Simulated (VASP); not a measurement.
# Sc (P6_3/mmc) in VASP: a series of runs

Sc is run at these levels: LDA, PBE; tasks: single point.

Program: VASP 6.6.1. These are calculated values, not measurements. Logs are shortened: lines on timing, memory, paths and dates and some standing lists are left out, and cuts for length are marked.

**1. The cell of the first run**

The structure is hexagonal, space group P6_3/mmc (No. 194). Conventional cell: a = 3.374 Å, b = 3.374 Å, c = 5.377 Å, α = 90.00°, β = 90.00°, γ = 120.00°. Sc (site symmetry -6m2) has 12 Sc at 3.32 to 3.37 Å within 4.4 Å.

**2. Single point, LDA (volume scaled by 1.06)**

The input, INCAR:

```
SYSTEM = Sc
ALGO = Normal
EDIFF = 1E-6
ENCUT = 520
GGA = CA
ISIF = 2
ISMEAR = -1
LASPH = .TRUE.
LCHARG = .TRUE.
LELF = .TRUE.
LREAL = .FALSE.
LVHAR = .TRUE.
LWAVE = .FALSE.
NBANDS = 18
NELM = 80
PREC = Accurate
SIGMA = 0.05
```

The input, KPOINTS:

```
k-points
0
G
  9 9 5
  0 0 0
```

The input, POSCAR:

```
Sc
1.0
    3.3738988294      0.0000000000      0.0000000000
   -1.6869494147      2.9218820960      0.0000000000
    0.0000000000      0.0000000000      5.3767242965
Sc
2
Direct
    0.6666666667      0.3333333333      0.7500000000
    0.3333333333      0.6666666667      0.2500000000
```

Potentials or basis: VASP PAW LDA potentials, release 64 (Sc_sv).

Started as:

```
> cat potpaw_LDA.64/Sc_sv/POTCAR > POTCAR
> mpirun -np 1 vasp_std > vasp.out
```

OUTCAR:

```text
SYSTEM = Sc
   EDIFF = 1E-6
   ENCUT = 520
   GGA = CA
   ISIF = 2
   ISMEAR = -1
   LASPH = .TRUE.
   LREAL = .FALSE.
   NELM = 80
   PREC = Accurate

 ion  position               nearest neighbor table
   1  0.667  0.333  0.750-   2 3.32   2 3.32   2 3.32   2 3.32   2 3.32   2 3.32
   2  0.333  0.667  0.250-   1 3.32   1 3.32   1 3.32   1 3.32   1 3.32   1 3.32

  LATTYP: Found a hexagonal cell.
 ALAT       =     3.3738988294
 C/A-ratio  =     1.5936234512

  Lattice vectors:

 A1 = (   3.3738988294,   0.0000000000,   0.0000000000)
 A2 = (  -1.6869494147,   2.9218820960,   0.0000000000)
 A3 = (   0.0000000000,   0.0000000000,   5.3767242965)

Analysis of symmetry for initial positions (statically):
=====================================================================
 Subroutine PRICEL returns:
 Original cell was already a primitive cell.

 Routine SETGRP: Setting up the symmetry group for a
 hexagonal supercell.

 Subroutine GETGRP returns: Found 24 space group operations
 (whereof 12 operations were pure point group operations)
 out of a pool of 24 trial point group operations.

The static configuration has the point symmetry D_3d.
 The point group associated with its full space group is D_6h.

Analysis of symmetry for dynamics (positions and initial velocities):
=====================================================================
 Subroutine PRICEL returns:
 Original cell was already a primitive cell.

 Routine SETGRP: Setting up the symmetry group for a
 hexagonal supercell.

 Subroutine GETGRP returns: Found 24 space group operations
 (whereof 12 operations were pure point group operations)
 out of a pool of 24 trial point group operations.

The dynamic configuration has the point symmetry D_3d.
 The point group associated with its full space group is D_6h.

 Subroutine INISYM returns: Found 24 space group operations
 (whereof 12 operations are pure point group operations),
 and found     1 'primitive' translations

----------------------------------------------------------------------------------------

                                     Primitive cell

  volume of cell :      53.0045

  direct lattice vectors                    reciprocal lattice vectors
     3.373898829  0.000000000  0.000000000     0.296393001  0.171122579  0.000000000
    -1.686949415  2.921882096  0.000000000     0.000000000  0.342245158  0.000000000
     0.000000000  0.000000000  5.376724296     0.000000000  0.000000000  0.185986847

  length of vectors
     3.373898829  3.373898829  5.376724296     0.342245158  0.342245158  0.185986847

  position of ions in fractional coordinates (direct lattice)
     0.666666667  0.333333333  0.750000000
     0.333333333  0.666666667  0.250000000

  ion indices of the primitive-cell ions
   primitive index   ion index
                 1           1
                 2           2

----------------------------------------------------------------------------------------

 KPOINTS: k-points

Automatic generation of k-mesh.
 Grid dimensions read from file:
 generate k-points for:    9    9    5

 Generating k-lattice:

  Cartesian coordinates                     Fractional coordinates (reciprocal lattice)
     0.032932556  0.019013620  0.000000000     0.111111111  0.000000000  0.000000000
     0.000000000  0.038027240  0.000000000     0.000000000  0.111111111  0.000000000
     0.000000000  0.000000000  0.037197369     0.000000000  0.000000000  0.200000000

  Length of vectors
     0.038027240  0.038027240  0.037197369

  Shift w.r.t. Gamma in fractional coordinates (k-lattice)
     0.000000000  0.000000000  0.000000000

 Subroutine IBZKPT returns following result:
 ===========================================

 Found     36 irreducible k-points:

 Following reciprocal coordinates:
            Coordinates               Weight
  0.000000  0.000000  0.000000      1.000000
  0.111111  0.000000  0.000000      6.000000
  0.222222  0.000000  0.000000      6.000000
  0.333333  0.000000  0.000000      6.000000
  0.444444  0.000000  0.000000      6.000000
  0.111111  0.111111  0.000000      6.000000
[... 16 lines left out ...]
  0.333333  0.222222  0.200000     24.000000
  0.333333  0.333333  0.200000      4.000000
 [... further k-points ...]
   k-points           NKPTS =     36   k-points in BZ     NKDIM =     36   number of bands    NBANDS=     18
   number of dos      NEDOS =    301   number of ions     NIONS =      2
   total plane-waves  NPLWV =  31360
   dimension x,y,z NGX =    28 NGY =   28 NGZ =   40
   dimension x,y,z NGXF=    56 NGYF=   56 NGZF=   80
   ions per type =               2
   NGX,Y,Z   is equivalent  to a cutoff of  13.80, 13.80, 12.37 a.u.
   NGXF,Y,Z  is equivalent  to a cutoff of  27.59, 27.59, 24.74 a.u.
 SYSTEM =  Sc
   PREC   = accura    normal or accurate (medium, high low for compatibility)
   ISTART =      0    job   : 0-new  1-cont  2-samecut
   ICHARG =      2    charge: 1-file 2-atom 10-const
   ISPIN  =      1    spin polarized calculation?
   LNONCOLLINEAR =      F non collinear calculations
   LSORBIT =      F    spin-orbit coupling
   LASPH  =      T    aspherical Exc in radial PAW
   ENCUT  =  520.0 eV  38.22 Ry    6.18 a.u.   6.27  6.27 10.00*2*pi/ulx,y,z
   NELM   =     80;   NELMIN=  2; NELMDL= -5     # of ELM steps
   EDIFF  = 0.1E-05   stopping-criterion for ELM
   LREAL  =      F    real-space projection
   EDIFFG = 0.1E-04   stopping-criterion for IOM
   NSW    =      0    number of steps for IOM
   IBRION =     -1    ionic relax: 0-MD 1-quasi-New 2-CG
   NFREE  =      0    steps in history (QN), initial steepest desc. (CG)
   ISIF   =      2    stress and relaxation
   ISYM   =      2    0-nonsym 1-usesym 2-fastsym
   POTIM  = 0.5000    time-step for ionic-motion
   TEBEG  =    0.0;   TEEND  =   0.0 temperature during run
   PSTRESS=    0.0 pullay stress
   NELECT =      22.0000    total number of electrons
   NUPDOWN=      -1.0000    fix difference up-down
   EMIN   =  10.00;   EMAX   =-10.00  energy-range for DOS
   EFERMI =   0.00;   METHOD = LEGACY
   ISMEAR =    -1;   SIGMA  =   0.05  broadening in eV -4-tet -1-fermi 0-gaus
   EFERMI_NEDOS =   21; number of points for ismear=-14 and -15
   IALGO  =     38    algorithm
   IMIX   =      4    mixing-type and parameters
     AMIX     =   0.40;   BMIX     =  1.00
     AMIX_MAG =   1.60;   BMIX_MAG =  1.00
  volume/ion in A,a.u.               =      26.50       178.85
  Fermi-wavevector in a.u.,A,eV,Ry     =   1.221176  2.307688 20.289968  1.491271
  Thomas-Fermi vector in A             =   2.356367
   LORBIT       =      0    0 simple, 1 ext, 2 COOP (PROOUT), +10 PAW based schemes
   GGA     = CA    functional components
   LHFCALC =     F    Hartree Fock is set to
   AEXX    =    0.0000 exact exchange contribution
   IVDW    =     0    specifies the selected vdW correction
   LEPSILON=     F    determine dielectric tensor
   LRPA    =     F    only Hartree local field effects (RPA)
 non-spin polarized calculation
  energy-cutoff  :      520.00
  volume of cell :       53.00
 maximum number of plane-waves:      1442
 NGX is ok and might be reduce to    28
   NGX = 13   NGY = 13   NGZ = 19

 number of electron      22.0000005 magnetization

 Free energy of the ion-electron system (eV)
  ---------------------------------------------------
  ext. energy  EPLUGINS =         0.00000000
  ---------------------------------------------------
  free energy    TOTEN  =       -13.25401437 eV

  energy without entropy =      -13.21566142  energy(sigma->0) =      -13.23483790

 E-fermi :   3.0523     XC(G=0):  -9.8491

 val. band max:        3.0519383329   @ k =   0.4444   0.1111   0.4000
 cond. band min:       3.0617239771   @ k =   0.1111   0.1111   0.2000
 fundamental gap:      0.0097856442
 Fermi energy:         3.0522917317

 k-point     1 :       0.0000    0.0000    0.0000
  band No.  band energies     occupation
      1     -45.9519      2.00000
      2     -45.9014      2.00000
      3     -25.0618      2.00000
      4     -24.7914      2.00000
      5     -24.7914      2.00000
      6     -24.7427      2.00000
[... 10 lines left out ...]
     17       5.2111      0.00000
     18       5.2111      0.00000

 k-point     2 :       0.1111    0.0000    0.0000
  band No.  band energies     occupation
      1     -45.9474      2.00000
      2     -45.8996      2.00000
      3     -25.0492      2.00000
      4     -24.8174      2.00000
      5     -24.8000      2.00000
      6     -24.7697      2.00000
[... 10 lines left out ...]
     17       5.0402      0.00000
     18       5.0719      0.00000

 k-point     3 :       0.2222    0.0000    0.0000
  band No.  band energies     occupation
      1     -45.9354      2.00000
      2     -45.8953      2.00000
      3     -25.0144      2.00000
      4     -24.8837      2.00000
      5     -24.8364      2.00000
      6     -24.8209      2.00000
[... 10 lines left out ...]
     17       5.2808      0.00000
     18       5.4819      0.00000

 k-point     4 :       0.3333    0.0000    0.0000
  band No.  band energies     occupation
      1     -45.9207      2.00000
      2     -45.8917      2.00000
      3     -24.9669      2.00000
      4     -24.9602      2.00000
      5     -24.9095      2.00000
      6     -24.8437      2.00000
[... 375 lines left out ...]
      4     -24.9605      2.00000
      5     -24.8828      2.00000
      6     -24.8714      2.00000
[... 10 lines left out ...]
     17       6.1638      0.00000
     18       6.4413      0.00000

 k-point    23 :       0.3333    0.2222    0.2000
  band No.  band energies     occupation
      1     -45.9021      2.00000
      2     -45.8929      2.00000
      3     -24.9959      2.00000
      4     -24.9666      2.00000
      5     -24.9143      2.00000
      6     -24.8607      2.00000
[... 10 lines left out ...]
     17       6.1733      0.00000
     18       6.5808      0.00000

 k-point    24 :       0.3333    0.3333    0.2000
  band No.  band energies     occupation
      1     -45.8959      2.00000
      2     -45.8959      2.00000
      3     -24.9639      2.00000
      4     -24.9575      2.00000
      5     -24.9575      2.00000
      6     -24.8790      2.00000
[... 10 lines left out ...]
     17       6.3138      0.00000
     18       6.3138      0.00000

 [... further k-points ...]
[... 5 lines left out ...]
  --------------------------------------------------------------------------------------
  -------------------------------------------------------------------------------------
  Total       -2.3222103     -2.3222103     -2.8019600      0.0000000      0.0000000     -0.0000000
  in kB      -70.1939397    -70.1939397    -84.6954357      0.0000000      0.0000000     -0.0000000
  external PRESSURE =     -75.0277717 kB  Pullay stress =       0.0000000 kB

 VOLUME and BASIS-vectors are now :
 -----------------------------------------------------------------------------
  energy-cutoff  :      520.00
  volume of cell :       53.00
      direct lattice vectors                 reciprocal lattice vectors
     3.373898829  0.000000000  0.000000000     0.296393001  0.171122579  0.000000000
    -1.686949415  2.921882096  0.000000000     0.000000000  0.342245158  0.000000000
     0.000000000  0.000000000  5.376724296     0.000000000  0.000000000  0.185986847

 POSITION                                       TOTAL-FORCE (eV/Angst)
 -----------------------------------------------------------------------------------
      1.68695      0.97396      4.03254        -0.000000      0.000000      0.000000
     -0.00000      1.94792      1.34418         0.000000     -0.000000      0.000000
 -----------------------------------------------------------------------------------
    total drift:                               -0.000000      0.000000     -0.000000

  FREE ENERGIE OF THE ION-ELECTRON SYSTEM (eV)
  ---------------------------------------------------
  free  energy   TOTEN  =       -13.2540143684 eV

  energy  without entropy=      -13.2156614223  energy(sigma->0) =      -13.23483790
```

It took 22 s on 1 thread of Intel Xeon 6975P-C (Granite Rapids), shared host; peak memory 0.16 GiB.

What came out:

```
Free energy            : -13.2540 eV
Pressure               : -7.5 GPa
Band gap on the k mesh : zero (band 11 reaches 3.67 eV, above the bottom of band 12 at 2.66 eV)
```

Stress tensor (GPa, compression positive):
```
-7.02  0.00  0.00
 0.00 -7.02  0.00
 0.00  0.00 -8.47
```

(Continued in part 2 of 2.)
